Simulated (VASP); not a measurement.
# TiO2 (Anatase) (I4_1/amd) in VASP: notebook, part 2 of 2

VASP 6.6.1.

**4. Single point, LDA**

Contents of INCAR:

```
SYSTEM = TiO2
PREC = Accurate
ENCUT = 520
EDIFF = 1E-6
ISMEAR = 1
SIGMA = 0.02
LREAL = .FALSE.
LASPH = .TRUE.
NELM = 100
ALGO = Normal
ISIF = 2
LWAVE = .FALSE.
LCHARG = .FALSE.
NBANDS = 33
```

Contents of KPOINTS:

```
Automatic mesh
0
G
  5 5 5
  0 0 0
```

Contents of POSCAR:

```
TiO2
1.0
   -1.8921000000      1.8921000000      4.7573000000
    1.8921000000     -1.8921000000      4.7573000000
    1.8921000000      1.8921000000     -4.7573000000
Ti O
2 4
Direct
    0.0000000000      0.0000000000      0.0000000000
    0.7500000000      0.2500000000      0.5000000000
    0.2081000000      0.2081000000      0.0000000000
    0.9581000000      0.4581000000      0.5000000000
    0.5419000000      0.0419000000      0.5000000000
    0.7919000000      0.7919000000      0.0000000000
```

Potentials or basis: VASP PAW LDA potentials, release 64 (Ti_sv, O).

Run with:

```bash
cat potpaw_LDA.64/Ti_sv/POTCAR potpaw_LDA.64/O/POTCAR > POTCAR
mpirun -np 1 vasp_std > vasp.out
```

OUTCAR:

```text
SYSTEM = TiO2
   PREC = Accurate
   ENCUT = 520
   EDIFF = 1E-6
   ISMEAR = 1
   LREAL = .FALSE.
   LASPH = .TRUE.
   NELM = 100
   ISIF = 2

 ion  position               nearest neighbor table
   1  0.000  0.000  0.000-   5 1.93   4 1.93   5 1.93   4 1.93   3 1.98   6 1.98
   2  0.750  0.250  0.500-   6 1.93   3 1.93   6 1.93   3 1.93   4 1.98   5 1.98
   3  0.208  0.208  0.000-   2 1.93   2 1.93   1 1.98
   4  0.958  0.458  0.500-   1 1.93   1 1.93   2 1.98
   5  0.542  0.042  0.500-   1 1.93   1 1.93   2 1.98
   6  0.792  0.792  0.000-   2 1.93   2 1.93   1 1.98

  LATTYP: Found a body centered tetragonal cell.
 ALAT       =     3.7842000000
 C/A-ratio  =     2.5142962846

  Lattice vectors:

 A1 = (  -1.8921000000,   1.8921000000,   4.7573000000)
 A2 = (   1.8921000000,  -1.8921000000,   4.7573000000)
 A3 = (   1.8921000000,   1.8921000000,  -4.7573000000)

Analysis of symmetry for initial positions (statically):
=====================================================================
 Subroutine PRICEL returns:
 Original cell was already a primitive cell.

 Routine SETGRP: Setting up the symmetry group for a
 body centered tetragonal supercell.

 Subroutine GETGRP returns: Found 16 space group operations
 (whereof  8 operations were pure point group operations)
 out of a pool of 16 trial point group operations.

The static configuration has the point symmetry D_2d.
 The point group associated with its full space group is D_4h.

Analysis of symmetry for dynamics (positions and initial velocities):
=====================================================================
 Subroutine PRICEL returns:
 Original cell was already a primitive cell.

 Routine SETGRP: Setting up the symmetry group for a
 body centered tetragonal supercell.

 Subroutine GETGRP returns: Found 16 space group operations
 (whereof  8 operations were pure point group operations)
[... 124 lines left out ...]
     AMIX_MAG =   1.60;   BMIX_MAG =  1.00
  volume/ion in A,a.u.               =      11.35        76.62
  Fermi-wavevector in a.u.,A,eV,Ry     =   1.456752  2.752862 28.873289  2.122127
  Thomas-Fermi vector in A             =   2.573634
   LORBIT       =      0    0 simple, 1 ext, 2 COOP (PROOUT), +10 PAW based schemes
   GGA     = CA    functional components
   LHFCALC =     F    Hartree Fock is set to
   AEXX    =    0.0000 exact exchange contribution
   IVDW    =     0    specifies the selected vdW correction
   LEPSILON=     F    determine dielectric tensor
   LRPA    =     F    only Hartree local field effects (RPA)
 non-spin polarized calculation
 Methfessel and Paxton  Order N= 1 SIGMA  =   0.02
  energy-cutoff  :      520.00
  volume of cell :       68.13
 maximum number of plane-waves:      1849
 NGX is ok and might be reduce to    42
   NGX = 21   NGY = 21   NGZ = 21

 number of electron      47.9999989 magnetization

 Free energy of the ion-electron system (eV)
  ---------------------------------------------------
  ext. energy  EPLUGINS =         0.00000000
  ---------------------------------------------------
  free energy    TOTEN  =       -58.80770068 eV

  energy without entropy =      -58.80773779  energy(sigma->0) =      -58.80771305

 E-fermi :   3.1012     XC(G=0): -11.3436

 val. band max:        3.0843271186   @ k =  -0.4000   0.4000   0.0000
 cond. band min:       5.0871961287   @ k =   0.0000   0.0000   0.0000
 fundamental gap:      2.0028690101
 Fermi energy:         3.1011647630

 k-point     1 :       0.0000    0.0000    0.0000
  band No.  band energies     occupation
      1     -52.5718      2.00000
      2     -52.5065      2.00000
      3     -29.4539      2.00000
      4     -29.2007      2.00000
      5     -29.2007      2.00000
      6     -29.1251      2.00000
[... 637 lines left out ...]
     32       8.1794      0.00000
     33       8.7224      0.00000

------------------------ aborting loop because EDIFF is reached ----------------------------------------

  FORCE on cell =-STRESS in cart. coord.  units (eV):
  Direction    XX          YY          ZZ          XY          YZ          ZX
  --------------------------------------------------------------------------------------
  -------------------------------------------------------------------------------------
  Total       -2.4927452     -2.4927452     -2.1037662      0.0000000     -0.0000000      0.0000000
  in kB      -58.6245837    -58.6245837    -49.4765426      0.0000000     -0.0000000      0.0000000
  external PRESSURE =     -55.5752367 kB  Pullay stress =       0.0000000 kB

 VOLUME and BASIS-vectors are now :
 -----------------------------------------------------------------------------
  energy-cutoff  :      520.00
  volume of cell :       68.13
      direct lattice vectors                 reciprocal lattice vectors
    -1.892100000  1.892100000  4.757300000     0.000000000  0.264256646  0.105101633
     1.892100000 -1.892100000  4.757300000     0.264256646  0.000000000  0.105101633
     1.892100000  1.892100000 -4.757300000     0.264256646  0.264256646  0.000000000

 POSITION                                       TOTAL-FORCE (eV/Angst)
 -----------------------------------------------------------------------------------
      0.00000      0.00000      0.00000        -0.000000     -0.000000      0.000000
      0.00000      1.89210      2.37865        -0.000000     -0.000000      0.000000
      0.00000      0.00000      1.97999         0.000000      0.000000     -0.092356
      0.00000      1.89210      4.35864         0.000000      0.000000     -0.092356
      0.00000      1.89210      0.39866         0.000000      0.000000      0.092356
      0.00000      0.00000      7.53461        -0.000000     -0.000000      0.092356
 -----------------------------------------------------------------------------------
    total drift:                                0.000000      0.000000      0.000000

  FREE ENERGIE OF THE ION-ELECTRON SYSTEM (eV)
  ---------------------------------------------------
  free  energy   TOTEN  =       -58.8077006803 eV

  energy  without entropy=      -58.8077377869  energy(sigma->0) =      -58.80771305
```

stdout:

```text
POSCAR found type information on POSCAR TiO
 POSCAR found :  2 types and       6 ions
 scaLAPACK will be used
 LDA part: xc-table for (Slater(with rela. corr.)+CA(PZ))
 , standard interpolation
 POSCAR, INCAR and KPOINTS ok, starting setup
 FFT: planning ... GRIDC
 FFT: planning ... GRID_SOFT
 FFT: planning ... GRID
 WAVECAR not read
 entering main loop
```

It took 66 s on 1 thread of Intel Xeon Platinum 8259CL at 2.50GHz (Skylake/Cascade Lake), shared host; peak memory 0.22 GiB.

Results:

| Quantity | Value |
| --- | --- |
| Free energy | -58.8077 eV |
| Pressure | -5.6 GPa |
| Largest force | 0.092 eV/Å |
| Band gap on the k mesh | 2.00 eV, indirect (least direct gap 2.35 eV) |

Forces in eV/Å, atoms in the order of the input:
```
Ti   0.000  0.000  0.000
Ti   0.000  0.000  0.000
O    0.000  0.000 -0.092
O    0.000  0.000 -0.092
O    0.000  0.000  0.092
O    0.000  0.000  0.092
```

Stress tensor (GPa, compression positive):
```
-5.86  0.00  0.00
 0.00 -5.86  0.00
 0.00  0.00 -4.95
```

Caveat: the k points lie up to 0.47 Å⁻¹ apart. A k mesh can miss the band edges.

**5. Single point, LDA**

Contents of INCAR:

```
PREC = Accurate ; ENCUT = 520
EDIFF = 1E-6 ; ISMEAR = 1
SIGMA = 0.02 ; LREAL = F
LASPH = T ; NELM = 60
ALGO = Normal ; ISIF = 2
LWAVE = F ; LCHARG = F
GGA = CA ; NBANDS = 33
```

Contents of KPOINTS:

```
regular mesh
0
Gamma
  6 6 6
```

POSCAR is that of step 4.

Run with:

```bash
cat potpaw_LDA.64/Ti_sv/POTCAR potpaw_LDA.64/O/POTCAR > POTCAR
mpirun -np 1 vasp_std > vasp.out
```

Wall time 1.8 min (1 thread of Intel Xeon Platinum 8259CL at 2.50GHz (Skylake/Cascade Lake), shared host); peak memory 0.23 GiB.

It converged, with:

* Free energy: -58.8090 eV
* Pressure: -5.6 GPa
* Largest force: 0.089 eV/Å
* Band gap on the k mesh: 2.04 eV, indirect (least direct gap 2.35 eV)

Forces in eV/Å, atoms in the order of the input:
```
Ti   0.000  0.000  0.000
Ti   0.000  0.000  0.000
O    0.000  0.000 -0.089
O    0.000  0.000 -0.089
O    0.000  0.000  0.089
O    0.000  0.000  0.089
```

Stress tensor (GPa, compression positive):
```
-5.87  0.00  0.00
 0.00 -5.87  0.00
 0.00  0.00 -4.94
```

Levels at points of the mesh, in eV from the valence-band top:
```
           k point  band 20  band 21  band 22  band 23  band 24  band 25  band 26  band 27  band 28  band 29
(0.00, 0.00, 0.00)    -0.73    -0.73    -0.73    -0.44    -0.44     2.04     2.80     3.95     3.95     3.99
(0.50, 0.00, 0.00)    -1.98    -1.96    -0.94    -0.81    -0.60     3.19     3.51     3.54     3.64     4.29
(0.50, 0.50, 0.00)    -2.64    -2.07    -2.07     0.00     0.00     3.31     3.31     3.81     3.81     4.90
(0.50, 0.50, 0.50)    -1.33    -1.24    -1.24    -0.08    -0.08     2.41     2.41     3.74     3.74     4.22
```

A k mesh can miss the band edges. LDA gaps usually lie below the measured ones, often by a third to a half.

**6. Single point, LDA**

Contents of INCAR:

```
SYSTEM = TiO2
  ALGO = Normal
  EDIFF = 1E-6
  ENCUT = 520
  GGA = CA
  ISIF = 2
  ISMEAR = 1
  LASPH = .True.
  LCHARG = .False.
  LREAL = .False.
  LWAVE = .False.
  NBANDS = 33
  NELM = 100
  PREC = Accurate
  SIGMA = 0.02
```

Contents of KPOINTS:

```
k-points
0
Gamma
  8 8 8
  0 0 0
```

POSCAR is that of step 5.

Potentials or basis: VASP PAW LDA potentials, release 64 (Ti_sv, O).

Run with:

```bash
cat potpaw_LDA.64/Ti_sv/POTCAR potpaw_LDA.64/O/POTCAR > POTCAR
mpirun -np 1 vasp_std > vasp.out
```

OUTCAR:

```text
SYSTEM = TiO2
   EDIFF = 1E-6
   ENCUT = 520
   GGA = CA
   ISIF = 2
   ISMEAR = 1
   LASPH = .True.
   LREAL = .False.
   NELM = 100
   PREC = Accurate

 ion  position               nearest neighbor table
   1  0.000  0.000  0.000-   5 1.93   4 1.93   5 1.93   4 1.93   3 1.98   6 1.98
   2  0.750  0.250  0.500-   6 1.93   3 1.93   6 1.93   3 1.93   4 1.98   5 1.98
   3  0.208  0.208  0.000-   2 1.93   2 1.93   1 1.98
   4  0.958  0.458  0.500-   1 1.93   1 1.93   2 1.98
   5  0.542  0.042  0.500-   1 1.93   1 1.93   2 1.98
   6  0.792  0.792  0.000-   2 1.93   2 1.93   1 1.98

  LATTYP: Found a body centered tetragonal cell.
 ALAT       =     3.7842000000
 C/A-ratio  =     2.5142962846

  Lattice vectors:

 A1 = (  -1.8921000000,   1.8921000000,   4.7573000000)
 A2 = (   1.8921000000,  -1.8921000000,   4.7573000000)
 A3 = (   1.8921000000,   1.8921000000,  -4.7573000000)

Analysis of symmetry for initial positions (statically):
=====================================================================
 Subroutine PRICEL returns:
 Original cell was already a primitive cell.

 Routine SETGRP: Setting up the symmetry group for a
 body centered tetragonal supercell.

 Subroutine GETGRP returns: Found 16 space group operations
 (whereof  8 operations were pure point group operations)
 out of a pool of 16 trial point group operations.

The static configuration has the point symmetry D_2d.
 The point group associated with its full space group is D_4h.

Analysis of symmetry for dynamics (positions and initial velocities):
=====================================================================
 Subroutine PRICEL returns:
 Original cell was already a primitive cell.

 Routine SETGRP: Setting up the symmetry group for a
 body centered tetragonal supercell.

 Subroutine GETGRP returns: Found 16 space group operations
 (whereof  8 operations were pure point group operations)
 out of a pool of 16 trial point group operations.

The dynamic configuration has the point symmetry D_2d.
 The point group associated with its full space group is D_4h.

 Subroutine INISYM returns: Found 16 space group operations
 (whereof  8 operations are pure point group operations),
 and found     1 'primitive' translations

----------------------------------------------------------------------------------------

                                     Primitive cell

  volume of cell :      68.1253

  direct lattice vectors                    reciprocal lattice vectors
    -1.892100000  1.892100000  4.757300000     0.000000000  0.264256646  0.105101633
     1.892100000 -1.892100000  4.757300000     0.264256646  0.000000000  0.105101633
     1.892100000  1.892100000 -4.757300000     0.264256646  0.264256646  0.000000000

  length of vectors
     5.458203744  5.458203744  5.458203744     0.284390450  0.284390450  0.373715333

  position of ions in fractional coordinates (direct lattice)
     0.000000000  0.000000000  0.000000000
     0.750000000  0.250000000  0.500000000
     0.208100000  0.208100000  0.000000000
     0.958100000  0.458100000  0.500000000
     0.541900000  0.041900000  0.500000000
[... 36 lines left out ...]

 Following reciprocal coordinates:
            Coordinates               Weight
  0.000000  0.000000  0.000000      1.000000
  0.125000  0.000000  0.000000      8.000000
  0.250000  0.000000  0.000000      8.000000
  0.375000  0.000000 -0.000000      8.000000
  0.500000  0.000000  0.000000      4.000000
  0.125000  0.125000  0.000000      8.000000
[... 16 lines left out ...]
  0.250000  0.125000  0.125000     16.000000
  0.375000  0.125000  0.125000      8.000000
 [... further k-points ...]
   k-points           NKPTS =     59   k-points in BZ     NKDIM =     59   number of bands    NBANDS=     33
   number of dos      NEDOS =    301   number of ions     NIONS =      6
   total plane-waves  NPLWV =  74088
   dimension x,y,z NGX =    42 NGY =   42 NGZ =   42
   dimension x,y,z NGXF=    84 NGYF=   84 NGZF=   84
   ions per type =               2   4
   NGX,Y,Z   is equivalent  to a cutoff of  12.79, 12.79, 12.79 a.u.
   NGXF,Y,Z  is equivalent  to a cutoff of  25.58, 25.58, 25.58 a.u.
 SYSTEM =  TiO2
   PREC   = accura    normal or accurate (medium, high low for compatibility)
   ISTART =      0    job   : 0-new  1-cont  2-samecut
   ICHARG =      2    charge: 1-file 2-atom 10-const
   ISPIN  =      1    spin polarized calculation?
   LNONCOLLINEAR =      F non collinear calculations
   LSORBIT =      F    spin-orbit coupling
   LASPH  =      T    aspherical Exc in radial PAW
   ENCUT  =  520.0 eV  38.22 Ry    6.18 a.u.  10.15 10.15 10.15*2*pi/ulx,y,z
   NELM   =    100;   NELMIN=  2; NELMDL= -5     # of ELM steps
   EDIFF  = 0.1E-05   stopping-criterion for ELM
   LREAL  =      F    real-space projection
   EDIFFG = 0.1E-04   stopping-criterion for IOM
   NSW    =      0    number of steps for IOM
   IBRION =     -1    ionic relax: 0-MD 1-quasi-New 2-CG
   NFREE  =      0    steps in history (QN), initial steepest desc. (CG)
   ISIF   =      2    stress and relaxation
   ISYM   =      2    0-nonsym 1-usesym 2-fastsym
   POTIM  = 0.5000    time-step for ionic-motion
   TEBEG  =    0.0;   TEEND  =   0.0 temperature during run
   PSTRESS=    0.0 pullay stress
   NELECT =      48.0000    total number of electrons
   NUPDOWN=      -1.0000    fix difference up-down
   EMIN   =  10.00;   EMAX   =-10.00  energy-range for DOS
   EFERMI =   0.00;   METHOD = LEGACY
   ISMEAR =     1;   SIGMA  =   0.02  broadening in eV -4-tet -1-fermi 0-gaus
   EFERMI_NEDOS =   21; number of points for ismear=-14 and -15
   IALGO  =     38    algorithm
   IMIX   =      4    mixing-type and parameters
     AMIX     =   0.40;   BMIX     =  1.00
     AMIX_MAG =   1.60;   BMIX_MAG =  1.00
  volume/ion in A,a.u.               =      11.35        76.62
  Fermi-wavevector in a.u.,A,eV,Ry     =   1.456752  2.752862 28.873289  2.122127
  Thomas-Fermi vector in A             =   2.573634
   LORBIT       =      0    0 simple, 1 ext, 2 COOP (PROOUT), +10 PAW based schemes
   GGA     = CA    functional components
   LHFCALC =     F    Hartree Fock is set to
   AEXX    =    0.0000 exact exchange contribution
   IVDW    =     0    specifies the selected vdW correction
   LEPSILON=     F    determine dielectric tensor
   LRPA    =     F    only Hartree local field effects (RPA)
 non-spin polarized calculation
 Methfessel and Paxton  Order N= 1 SIGMA  =   0.02
  energy-cutoff  :      520.00
  volume of cell :       68.13
 maximum number of plane-waves:      1850
 NGX is ok and might be reduce to    42
   NGX = 21   NGY = 21   NGZ = 21

 number of electron      47.9999989 magnetization

 Free energy of the ion-electron system (eV)
  ---------------------------------------------------
  ext. energy  EPLUGINS =         0.00000000
  ---------------------------------------------------
  free energy    TOTEN  =       -58.80888662 eV

  energy without entropy =      -58.80888662  energy(sigma->0) =      -58.80888662

 E-fermi :   3.1442     XC(G=0): -11.3436

 val. band max:        3.0552668504   @ k =  -0.3750   0.3750   0.0000
 cond. band min:       5.0878977947   @ k =   0.0000   0.0000   0.0000
 fundamental gap:      2.0326309443
 Fermi energy:         3.1442279663

 k-point     1 :       0.0000    0.0000    0.0000
  band No.  band energies     occupation
      1     -52.5711      2.00000
      2     -52.5058      2.00000
      3     -29.4536      2.00000
      4     -29.1999      2.00000
      5     -29.1999      2.00000
      6     -29.1242      2.00000
[... 853 lines left out ...]
     32       9.7585      0.00000
     33      10.3136      0.00000

 [... further k-points ...]

------------------------ aborting loop because EDIFF is reached ----------------------------------------

  FORCE on cell =-STRESS in cart. coord.  units (eV):
  Direction    XX          YY          ZZ          XY          YZ          ZX
  --------------------------------------------------------------------------------------
  -------------------------------------------------------------------------------------
  Total       -2.4951305     -2.4951305     -2.0983307      0.0000000     -0.0000000      0.0000000
  in kB      -58.6806818    -58.6806818    -49.3487112      0.0000000     -0.0000000      0.0000000
  external PRESSURE =     -55.5700249 kB  Pullay stress =       0.0000000 kB

 VOLUME and BASIS-vectors are now :
 -----------------------------------------------------------------------------
  energy-cutoff  :      520.00
  volume of cell :       68.13
      direct lattice vectors                 reciprocal lattice vectors
    -1.892100000  1.892100000  4.757300000     0.000000000  0.264256646  0.105101633
     1.892100000 -1.892100000  4.757300000     0.264256646  0.000000000  0.105101633
     1.892100000  1.892100000 -4.757300000     0.264256646  0.264256646  0.000000000

 POSITION                                       TOTAL-FORCE (eV/Angst)
 -----------------------------------------------------------------------------------
      0.00000      0.00000      0.00000         0.000000      0.000000      0.000000
      0.00000      1.89210      2.37865         0.000000      0.000000      0.000000
      0.00000      0.00000      1.97999         0.000000      0.000000     -0.088276
      0.00000      1.89210      4.35864        -0.000000     -0.000000     -0.088276
      0.00000      1.89210      0.39866         0.000000      0.000000      0.088276
      0.00000      0.00000      7.53461        -0.000000     -0.000000      0.088276
 -----------------------------------------------------------------------------------
    total drift:                                0.000000      0.000000      0.000000

  FREE ENERGIE OF THE ION-ELECTRON SYSTEM (eV)
  ---------------------------------------------------
  free  energy   TOTEN  =       -58.8088866250 eV

  energy  without entropy=      -58.8088866250  energy(sigma->0) =      -58.80888662
```

Wall time 3.6 min (1 thread of Intel Xeon Platinum 8259CL at 2.50GHz (Skylake/Cascade Lake), shared host); peak memory 0.27 GiB.

Results:

```
Free energy            : -58.8089 eV
Pressure               : -5.6 GPa
Largest force          : 0.088 eV/Å
Band gap on the k mesh : 2.03 eV, indirect (least direct gap 2.34 eV)
```

Forces in eV/Å, atoms in the order of the input:
```
Ti   0.000  0.000  0.000
Ti   0.000  0.000  0.000
O    0.000  0.000 -0.088
O    0.000  0.000 -0.088
O    0.000  0.000  0.088
O    0.000  0.000  0.088
```

Levels at points of the mesh, in eV from the valence-band top:
```tsv
k point	band 21	band 22	band 23	band 24	band 25	band 26	band 27	band 28
(0.00, 0.00, 0.00)	-0.74	-0.73	-0.44	-0.44	2.03	2.80	3.95	3.95
(0.50, 0.00, 0.00)	-1.96	-0.95	-0.81	-0.60	3.18	3.51	3.54	3.64
(0.50, 0.50, 0.00)	-2.08	-2.08	0.00	0.00	3.31	3.31	3.80	3.80
(0.50, 0.50, 0.50)	-1.24	-1.24	-0.09	-0.09	2.40	2.40	3.73	3.73
```

A k mesh can miss the band edges.

**7. Overview**

```tsv
k mesh	gap on the mesh (eV)	pressure (GPa)	largest force (eV/Å)
3 × 3 × 3	2.11	-5.7	0.01
4 × 4 × 4	2.03	-5.6	0.08
5 × 5 × 5	2.00	-5.6	0.09
6 × 6 × 6	2.04	-5.6	0.09
8 × 8 × 8	2.03	-5.6	0.09
```

Alike in all rows: task single point; level LDA; potentials or basis VASP PAW LDA potentials, release 64 (Ti_sv, O); no spin polarisation; cell as given; cutoff (eV) 520; smearing methfessel-paxton 0.02 eV.

Caveats: some runs use coarse meshes.

Total energies depend on the potentials used, so only differences within one code and one set of settings carry meaning.
